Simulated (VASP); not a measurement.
# SrTiO3 in VASP: notebook

SrTiO3 is run at these levels: r2SCAN+U; tasks: single point.

Everything below comes from runs of VASP 6.6.1. Logs are shortened: lines on timing, memory, paths and dates and some standing lists are left out, and cuts for length are marked.

## Step 1: The cell of the first run

Symmetry: P4/mmm, No. 123, tetragonal system. Conventional cell: a = 4.035 Å, b = 4.035 Å, c = 3.847 Å, α = 90.00°, β = 90.00°, γ = 90.00°. Sr (site symmetry 4/mmm) has 12 O at 2.79 to 2.85 Å and 8 Ti at 3.44 Å and 6 Sr at 3.85 to 4.04 Å within 4.1 Å. Ti (site symmetry 4/mmm) has 6 O at 1.92 to 2.02 Å within 2.6 Å. Within 2.9 Å of O (site symmetry mmm) lie 2 Ti at 2.02 Å and 4 Sr at 2.79 Å and 8 O at 2.79 to 2.85 Å. Within 2.6 Å of O (site symmetry 4/mmm) lie 2 Ti at 1.92 Å.

## Step 2: Single point, r2SCAN+U (biaxial strain in the a-b plane: +3.0 %)

File POSCAR:

```
SrTiO3
1.0
    4.0352425850      0.0000000000      0.0000000000
    0.0000000000      4.0352425850      0.0000000000
    0.0000000000      0.0000000000      3.8471924451
Sr Ti O
1 1 3
Direct
    0.0000000000      0.0000000000      0.0000000000
    0.5000000000      0.5000000000      0.5000000000
    0.5000000000      0.0000000000      0.5000000000
    0.5000000000      0.5000000000      0.0000000000
    0.0000000000      0.5000000000      0.5000000000
```

File INCAR.step1:

```
SYSTEM = SrTiO3
  ALGO = Normal
  EDIFF = 1E-4
  ENCUT = 520
  GGA = PE
  ISMEAR = 0
  LASPH = .True.
  LCHARG = .False.
  LDAU = .True.
  LDAUJ = 0 0 0
  LDAUL = -1 2 -1
  LDAUTYPE = 2
  LDAUU = 0 4 0
  LMAXMIX = 4
  LREAL = .False.
  LWAVE = .True.
  NBANDS = 28
  NELM = 150
  PREC = Accurate
  SIGMA = 0.02
```

File INCAR.step2:

```
SYSTEM = SrTiO3
  ALGO = Normal
  EDIFF = 1E-6
  ENCUT = 520
  ISIF = 2
  ISMEAR = 0
  ISTART = 1
  LASPH = .True.
  LCHARG = .True.
  LDAU = .True.
  LDAUJ = 0 0 0
  LDAUL = -1 2 -1
  LDAUPRINT = 1
  LDAUTYPE = 2
  LDAUU = 0 4 0
  LELF = .True.
  LMAXMIX = 4
  LMIXTAU = .True.
  LREAL = .False.
  LVHAR = .True.
  LWAVE = .False.
  METAGGA = R2SCAN
  NBANDS = 28
  NELM = 150
  PREC = Accurate
  SIGMA = 0.02
```

File KPOINTS:

```
k-points
0
Gamma
  6 6 6
  0 0 0
```

Potentials or basis: VASP PAW PBE potentials, release 64 (Sr_sv, Ti_sv, O).

On the command line:

```
$ cat potpaw_PBE.64/Sr_sv/POTCAR potpaw_PBE.64/Ti_sv/POTCAR potpaw_PBE.64/O/POTCAR > POTCAR
$ cp INCAR.step1 INCAR
$ mpirun -np 1 vasp_std > vasp.out
$ cp INCAR.step2 INCAR
$ mpirun -np 1 vasp_std > vasp.out
```

OUTCAR:

```text
SYSTEM = SrTiO3
   EDIFF = 1E-6
   ENCUT = 520
   ISIF = 2
   ISMEAR = 0
   ISTART = 1
   LASPH = .True.
   LREAL = .False.
   METAGGA = R2SCAN
   NELM = 150
   PREC = Accurate

 ion  position               nearest neighbor table
   1  0.000  0.000  0.000-   3 2.79   5 2.79   3 2.79   5 2.79   5 2.79   5 2.79   3 2.79   3 2.79
                             4 2.85   4 2.85   4 2.85   4 2.85   2 3.44   2 3.44   2 3.44   2 3.44
   2  0.500  0.500  0.500-   4 1.92   4 1.92   5 2.02   3 2.02   3 2.02   5 2.02   1 3.44   1 3.44
                             1 3.44   1 3.44   1 3.44   1 3.44   1 3.44   1 3.44
   3  0.500  0.000  0.500-   2 2.02   2 2.02   1 2.79   1 2.79   1 2.79   1 2.79
   4  0.500  0.500  0.000-   2 1.92   2 1.92   1 2.85   1 2.85   1 2.85   1 2.85
   5  0.000  0.500  0.500-   2 2.02   2 2.02   1 2.79   1 2.79   1 2.79   1 2.79

  LATTYP: Found a simple tetragonal cell.
 ALAT       =     4.0352425850
 C/A-ratio  =     0.9533980582

  Lattice vectors:

 A1 = (   4.0352425850,   0.0000000000,   0.0000000000)
 A2 = (   0.0000000000,   4.0352425850,   0.0000000000)
 A3 = (   0.0000000000,   0.0000000000,   3.8471924451)

Analysis of symmetry for initial positions (statically):
=====================================================================
 Subroutine PRICEL returns:
 Original cell was already a primitive cell.

 Routine SETGRP: Setting up the symmetry group for a
 simple tetragonal supercell.

 Subroutine GETGRP returns: Found 16 space group operations
 (whereof 16 operations were pure point group operations)
 out of a pool of 16 trial point group operations.

The static configuration has the point symmetry D_4h.

Analysis of symmetry for dynamics (positions and initial velocities):
=====================================================================
 Subroutine PRICEL returns:
 Original cell was already a primitive cell.

 Routine SETGRP: Setting up the symmetry group for a
 simple tetragonal supercell.

 Subroutine GETGRP returns: Found 16 space group operations
 (whereof 16 operations were pure point group operations)
 out of a pool of 16 trial point group operations.

The dynamic configuration has the point symmetry D_4h.

 Subroutine INISYM returns: Found 16 space group operations
 (whereof 16 operations are pure point group operations),
 and found     1 'primitive' translations

----------------------------------------------------------------------------------------

                                     Primitive cell

  volume of cell :      62.6445

  direct lattice vectors                    reciprocal lattice vectors
     4.035242585  0.000000000  0.000000000     0.247816576  0.000000000  0.000000000
     0.000000000  4.035242585  0.000000000     0.000000000  0.247816576  0.000000000
     0.000000000  0.000000000  3.847192445     0.000000000  0.000000000  0.259929810

  length of vectors
     4.035242585  4.035242585  3.847192445     0.247816576  0.247816576  0.259929810

  position of ions in fractional coordinates (direct lattice)
     0.000000000  0.000000000  0.000000000
     0.500000000  0.500000000  0.500000000
     0.500000000  0.000000000  0.500000000
     0.500000000  0.500000000  0.000000000
     0.000000000  0.500000000  0.500000000

  ion indices of the primitive-cell ions
   primitive index   ion index
                 1           1
                 2           2
                 3           3
                 4           4
                 5           5

----------------------------------------------------------------------------------------

 KPOINTS: k-points

Automatic generation of k-mesh.
 Grid dimensions read from file:
 generate k-points for:    6    6    6

 Generating k-lattice:

  Cartesian coordinates                     Fractional coordinates (reciprocal lattice)
     0.041302763  0.000000000  0.000000000     0.166666667  0.000000000  0.000000000
     0.000000000  0.041302763  0.000000000     0.000000000  0.166666667  0.000000000
     0.000000000  0.000000000  0.043321635     0.000000000  0.000000000  0.166666667

  Length of vectors
     0.041302763  0.041302763  0.043321635

  Shift w.r.t. Gamma in fractional coordinates (k-lattice)
     0.000000000  0.000000000  0.000000000

 Subroutine IBZKPT returns following result:
 ===========================================

 Found     40 irreducible k-points:

 Following reciprocal coordinates:
            Coordinates               Weight
  0.000000  0.000000  0.000000      1.000000
  0.166667  0.000000  0.000000      4.000000
  0.333333  0.000000  0.000000      4.000000
  0.500000  0.000000  0.000000      2.000000
  0.166667  0.166667  0.000000      4.000000
  0.333333  0.166667  0.000000      8.000000
[... 16 lines left out ...]
  0.333333  0.000000  0.333333      8.000000
  0.500000  0.000000  0.333333      4.000000
 [... further k-points ...]
   k-points           NKPTS =     40   k-points in BZ     NKDIM =     40   number of bands    NBANDS=     28
   number of dos      NEDOS =    301   number of ions     NIONS =      5
   total plane-waves  NPLWV =  27000
   dimension x,y,z NGX =    30 NGY =   30 NGZ =   30
   dimension x,y,z NGXF=    60 NGYF=   60 NGZF=   60
   ions per type =               1   1   3
   NGX,Y,Z   is equivalent  to a cutoff of  12.36, 12.36, 12.96 a.u.
   NGXF,Y,Z  is equivalent  to a cutoff of  24.72, 24.72, 25.93 a.u.
 SYSTEM =  SrTiO3
   PREC   = accura    normal or accurate (medium, high low for compatibility)
   ISTART =      1    job   : 0-new  1-cont  2-samecut
   ICHARG =      0    charge: 1-file 2-atom 10-const
   ISPIN  =      1    spin polarized calculation?
   LNONCOLLINEAR =      F non collinear calculations
   LSORBIT =      F    spin-orbit coupling
   LASPH  =      T    aspherical Exc in radial PAW
   ENCUT  =  520.0 eV  38.22 Ry    6.18 a.u.   7.50  7.50  7.15*2*pi/ulx,y,z
   NELM   =    150;   NELMIN=  2; NELMDL=  0     # of ELM steps
   EDIFF  = 0.1E-05   stopping-criterion for ELM
   LREAL  =      F    real-space projection
   EDIFFG = 0.1E-04   stopping-criterion for IOM
   NSW    =      0    number of steps for IOM
   IBRION =     -1    ionic relax: 0-MD 1-quasi-New 2-CG
   NFREE  =      0    steps in history (QN), initial steepest desc. (CG)
   ISIF   =      2    stress and relaxation
   ISYM   =      2    0-nonsym 1-usesym 2-fastsym
   POTIM  = 0.5000    time-step for ionic-motion
   TEBEG  =    0.0;   TEEND  =   0.0 temperature during run
   PSTRESS=    0.0 pullay stress
   NELECT =      40.0000    total number of electrons
   NUPDOWN=      -1.0000    fix difference up-down
   EMIN   =  10.00;   EMAX   =-10.00  energy-range for DOS
   EFERMI =   0.00;   METHOD = LEGACY
   ISMEAR =     0;   SIGMA  =   0.02  broadening in eV -4-tet -1-fermi 0-gaus
   EFERMI_NEDOS =   21; number of points for ismear=-14 and -15
   IALGO  =     38    algorithm
   IMIX   =      4    mixing-type and parameters
     AMIX     =   0.40;   BMIX     =  1.00
     AMIX_MAG =   1.60;   BMIX_MAG =  1.00
  volume/ion in A,a.u.               =      12.53        84.55
  Fermi-wavevector in a.u.,A,eV,Ry     =   1.409723  2.663990 27.039112  1.987319
  Thomas-Fermi vector in A             =   2.531750
   LORBIT       =      0    0 simple, 1 ext, 2 COOP (PROOUT), +10 PAW based schemes
 LDA+U is selected, type is set to LDAUTYPE =  2
   angular momentum for each species LDAUL =    -1    2   -1
   U (eV)           for each species LDAUU =   0.0  4.0  0.0
   J (eV)           for each species LDAUJ =   0.0  0.0  0.0
   METAGGA = R2SCAN    functional components
   LHFCALC =     F    Hartree Fock is set to
   AEXX    =    0.0000 exact exchange contribution
   IVDW    =     0    specifies the selected vdW correction
   LEPSILON=     F    determine dielectric tensor
   LRPA    =     F    only Hartree local field effects (RPA)
 non-spin polarized calculation
 Gauss-broadening in eV      SIGMA  =   0.02
  energy-cutoff  :      520.00
  volume of cell :       62.64
 maximum number of plane-waves:      1706
   NGX = 15   NGY = 15   NGZ = 15

atom =   2  type =  2  l = 2

 onsite density matrix

spin component  1

  0.0859  0.0000 -0.0000 -0.0000  0.0000
  0.0000  0.0969 -0.0000  0.0000 -0.0000
 -0.0000 -0.0000  0.2566 -0.0000  0.0000
 -0.0000  0.0000 -0.0000  0.0969 -0.0000
  0.0000 -0.0000  0.0000 -0.0000  0.2247

spin component  2

  0.0859  0.0000 -0.0000 -0.0000  0.0000
  0.0000  0.0969 -0.0000  0.0000 -0.0000
 -0.0000 -0.0000  0.2566 -0.0000  0.0000
 -0.0000  0.0000 -0.0000  0.0969 -0.0000
  0.0000 -0.0000  0.0000 -0.0000  0.2247

 occupancies and eigenvectors

  o =  0.0859  v =  1.0000  0.0000  0.0000  0.0000  0.0000  0.0000  0.0000  0.0000  0.0000  0.0000      0.0000  0.0000  0.0000  0.0000  0.0000  0.0000  0.0000  0.0000  0.0000  0.0000
  o =  0.0859  v =  0.0000  0.0000  0.0000  0.0000  0.0000  1.0000  0.0000  0.0000  0.0000  0.0000      0.0000  0.0000  0.0000  0.0000  0.0000  0.0000  0.0000  0.0000  0.0000  0.0000
  o =  0.0969  v =  0.0000 -0.5233 -0.0000  0.8521  0.0000  0.0000  0.0000  0.0000  0.0000  0.0000      0.0000  0.0000  0.0000  0.0000  0.0000  0.0000  0.0000  0.0000  0.0000  0.0000
  o =  0.0969  v =  0.0000  0.0000  0.0000  0.0000  0.0000  0.0000 -0.5233 -0.0000  0.8521  0.0000      0.0000  0.0000  0.0000  0.0000  0.0000  0.0000  0.0000  0.0000  0.0000  0.0000
  o =  0.0969  v =  0.0000 -0.8521 -0.0000 -0.5233  0.0000  0.0000  0.0000  0.0000  0.0000  0.0000      0.0000  0.0000  0.0000  0.0000  0.0000  0.0000  0.0000  0.0000  0.0000  0.0000
  o =  0.0969  v =  0.0000  0.0000  0.0000  0.0000  0.0000  0.0000 -0.8521 -0.0000 -0.5233  0.0000      0.0000  0.0000  0.0000  0.0000  0.0000  0.0000  0.0000  0.0000  0.0000  0.0000
  o =  0.2247  v =  0.0000  0.0000  0.0000  0.0000  0.0000  0.0000 -0.0000 -0.0000 -0.0000 -1.0000      0.0000  0.0000  0.0000  0.0000  0.0000  0.0000  0.0000  0.0000  0.0000  0.0000
  o =  0.2247  v =  0.0000 -0.0000 -0.0000 -0.0000 -1.0000  0.0000  0.0000  0.0000  0.0000  0.0000      0.0000  0.0000  0.0000  0.0000  0.0000  0.0000  0.0000  0.0000  0.0000  0.0000
  o =  0.2566  v =  0.0000 -0.0000  1.0000  0.0000 -0.0000  0.0000  0.0000  0.0000  0.0000  0.0000      0.0000  0.0000  0.0000  0.0000  0.0000  0.0000  0.0000  0.0000  0.0000  0.0000
  o =  0.2566  v =  0.0000  0.0000  0.0000  0.0000  0.0000  0.0000 -0.0000  1.0000  0.0000 -0.0000      0.0000  0.0000  0.0000  0.0000  0.0000  0.0000  0.0000  0.0000  0.0000  0.0000

 number of electron      39.9999993 magnetization

 Free energy of the ion-electron system (eV)
  ---------------------------------------------------
  ext. energy  EPLUGINS =         0.00000000
  ---------------------------------------------------
  free energy    TOTEN  =       -60.62397661 eV

  energy without entropy =      -60.62397661  energy(sigma->0) =      -60.62397661

 E-fermi :   3.7099     XC(G=0): -11.6522

 val. band max:        3.5921265941   @ k =   0.5000   0.5000   0.5000
 cond. band min:       6.2632675839   @ k =   0.0000   0.0000   0.0000
 fundamental gap:      2.6711409898
 Fermi energy:         3.7098652439

 k-point     1 :       0.0000    0.0000    0.0000
  band No.  band energies     occupation
      1     -56.3547      2.00000
      2     -31.4873      2.00000
      3     -31.4614      2.00000
      4     -31.4614      2.00000
      5     -30.4552      2.00000
      6     -14.7736      2.00000
[... 20 lines left out ...]
     27       9.6902      0.00000
     28      10.1761      0.00000

 k-point     2 :       0.1667    0.0000    0.0000
  band No.  band energies     occupation
      1     -56.3545      2.00000
      2     -31.4870      2.00000
      3     -31.4742      2.00000
      4     -31.4611      2.00000
      5     -30.4494      2.00000
      6     -14.7898      2.00000
[... 674 lines left out ...]
 k-point    24 :       0.5000    0.0000    0.3333
  band No.  band energies     occupation
      1     -56.3524      2.00000
      2     -31.5470      2.00000
      3     -31.5048      2.00000
      4     -31.4576      2.00000
      5     -30.4217      2.00000
      6     -14.3363      2.00000
[... 20 lines left out ...]
     27      12.1689      0.00000
     28      12.9840      0.00000

 [... further k-points ...]

------------------------ aborting loop because EDIFF is reached ----------------------------------------

  FORCE on cell =-STRESS in cart. coord.  units (eV):
  Direction    XX          YY          ZZ          XY          YZ          ZX
  --------------------------------------------------------------------------------------
  -------------------------------------------------------------------------------------
  Total       -2.9349710     -2.9349710      1.5981761      0.0000000     -0.0000000      0.0000000
  in kB      -75.0639121    -75.0639121     40.8744568      0.0000000     -0.0000000      0.0000000
  external PRESSURE =     -36.4177891 kB  Pullay stress =       0.0000000 kB

 VOLUME and BASIS-vectors are now :
 -----------------------------------------------------------------------------
  energy-cutoff  :      520.00
  volume of cell :       62.64
      direct lattice vectors                 reciprocal lattice vectors
     4.035242585  0.000000000  0.000000000     0.247816576  0.000000000  0.000000000
     0.000000000  4.035242585  0.000000000     0.000000000  0.247816576  0.000000000
     0.000000000  0.000000000  3.847192445     0.000000000  0.000000000  0.259929810

 POSITION                                       TOTAL-FORCE (eV/Angst)
 -----------------------------------------------------------------------------------
      0.00000      0.00000      0.00000         0.000000      0.000000      0.000000
      2.01762      2.01762      1.92360         0.000000      0.000000      0.000000
      2.01762      0.00000      1.92360         0.000000      0.000000      0.000000
      2.01762      2.01762      0.00000         0.000000      0.000000      0.000000
      0.00000      2.01762      1.92360         0.000000      0.000000      0.000000
 -----------------------------------------------------------------------------------
    total drift:                                0.000000      0.000000     -0.000000

  FREE ENERGIE OF THE ION-ELECTRON SYSTEM (eV)
  ---------------------------------------------------
  free  energy   TOTEN  =       -60.6239766101 eV

  energy  without entropy=      -60.6239766101  energy(sigma->0) =      -60.62397661
```

Wall time 3.8 min (1 thread of Intel Xeon Platinum 8259CL at 2.50GHz (Skylake/Cascade Lake), shared host); peak memory 0.22 GiB.

Results:

```yaml
Free_energy: -60.6240 eV
Pressure: -3.6 GPa
Band_gap_on_the_k_mesh: 2.67 eV (least direct gap 3.13 eV)
```

Eigenvalues of the final occupation matrices:
```tsv
site	spin	trace	eigenvalues
site 2 d	1	0.76	0.09 0.10 0.10 0.22 0.26
site 2 d	2	0.76	0.09 0.10 0.10 0.22 0.26
```

Caveat: the cell differs from its parent crystal (biaxial strain in the a-b plane: +3.0 %); the stress differs along the axes, from -8 to 4 GPa; the PAW data sets were made with another functional, which shifts forces and pressure a little. A k mesh can miss the band edges.

## Step 3: Single point, r2SCAN+U

This run uses another cell than the first one, of 9.79 Å³/atom.

Changes to POSCAR since step 2:

```diff
@@ -2,5 +2,5 @@
 1.0
-    4.0352425850      0.0000000000      0.0000000000
-    0.0000000000      4.0352425850      0.0000000000
-    0.0000000000      0.0000000000      3.8471924451
+    3.6576949929      0.0000000000      0.0000000000
+    0.0000000000      3.6576949929      0.0000000000
+    0.0000000000      0.0000000000      3.6576949929
 Sr Ti O
```

File INCAR.step1:

```
SYSTEM = SrTiO3
  PREC = Accurate
  ENCUT = 1480
  ISMEAR = 0
  SIGMA = 0.02
  LREAL = .FALSE.
  LASPH = .TRUE.
  NELM = 200
  LMAXMIX = 4
  LDAU = .TRUE.
  LDAUTYPE = 2
  LDAUL = -1 2 -1
  LDAUU = 0 4 0
  LDAUJ = 0 0 0
  NBANDS = 28
  GGA = PE
  ALGO = Normal
  EDIFF = 1E-5
  LWAVE = .TRUE.
  LCHARG = .FALSE.
  GGA_COMPAT = .FALSE.
```

File INCAR.step2:

```
SYSTEM = SrTiO3
  PREC = Accurate
  ENCUT = 1480
  EDIFF = 1E-6
  ISMEAR = 0
  SIGMA = 0.02
  LREAL = .FALSE.
  LASPH = .TRUE.
  NELM = 200
  ALGO = Normal
  ISIF = 2
  LWAVE = .FALSE.
  LCHARG = .TRUE.
  LMAXMIX = 4
  LDAU = .TRUE.
  LDAUTYPE = 2
  LDAUL = -1 2 -1
  LDAUU = 0 4 0
  LDAUJ = 0 0 0
  LDAUPRINT = 1
  METAGGA = R2SCAN
  LMIXTAU = .TRUE.
  LELF = .TRUE.
  LVHAR = .TRUE.
  NBANDS = 28
  ISTART = 1
  GGA_COMPAT = .FALSE.
```

File KPOINTS:

```
regular mesh
0
G
  6 6 6
  0 0 0
```

Potentials or basis: VASP PAW PBE potentials, release 64 (Sr_sv, Ti_sv, O_h).

On the command line:

```
$ cat potpaw_PBE.64/Sr_sv/POTCAR potpaw_PBE.64/Ti_sv/POTCAR potpaw_PBE.64/O_h/POTCAR > POTCAR
$ cp INCAR.step1 INCAR
$ mpirun -np 1 vasp_std > vasp.out
$ cp INCAR.step2 INCAR
$ mpirun -np 1 vasp_std > vasp.out
```

It took 4.2 min on 1 thread of Intel Xeon 6975P-C (Granite Rapids), shared host; peak memory 0.46 GiB.

It converged, with:

```yaml
Free_energy: -58.6829 eV
Pressure: 65.6 GPa
Band_gap_on_the_k_mesh: 3.33 eV (least direct gap 3.58 eV)
```

Levels at points of the mesh, in eV from the valence-band top:
| k point | band 16 | band 17 | band 18 | band 19 | band 20 | band 21 | band 22 | band 23 | band 24 | band 25 |
| --- | --- | --- | --- | --- | --- | --- | --- | --- | --- | --- |
| (0.00, 0.00, 0.00) | -1.61 | -1.61 | -0.25 | -0.25 | -0.25 | 3.33 | 3.33 | 3.33 | 5.83 | 5.83 |
| (0.50, 0.00, 0.00) | -2.74 | -2.74 | -2.72 | -0.73 | -0.73 | 3.67 | 5.98 | 5.98 | 6.28 | 8.69 |
| (0.50, 0.50, 0.00) | -3.57 | -1.79 | -1.79 | -1.65 | -0.13 | 6.01 | 6.01 | 6.54 | 7.64 | 9.60 |
| (0.50, 0.50, 0.50) | -4.17 | -4.17 | 0.00 | 0.00 | 0.00 | 7.00 | 7.00 | 7.00 | 8.44 | 8.44 |

Eigenvalues of the final occupation matrices:
| site | spin | trace | eigenvalues |
| --- | --- | --- | --- |
| site 2 d | 1 | 0.95 | 0.11 0.11 0.11 0.31 0.31 |
| site 2 d | 2 | 0.95 | 0.11 0.11 0.11 0.31 0.31 |

Caveat: the cell stands under pressure; the PAW data sets were made with another functional, which shifts forces and pressure a little.

(Continued in part 2 of 2.)
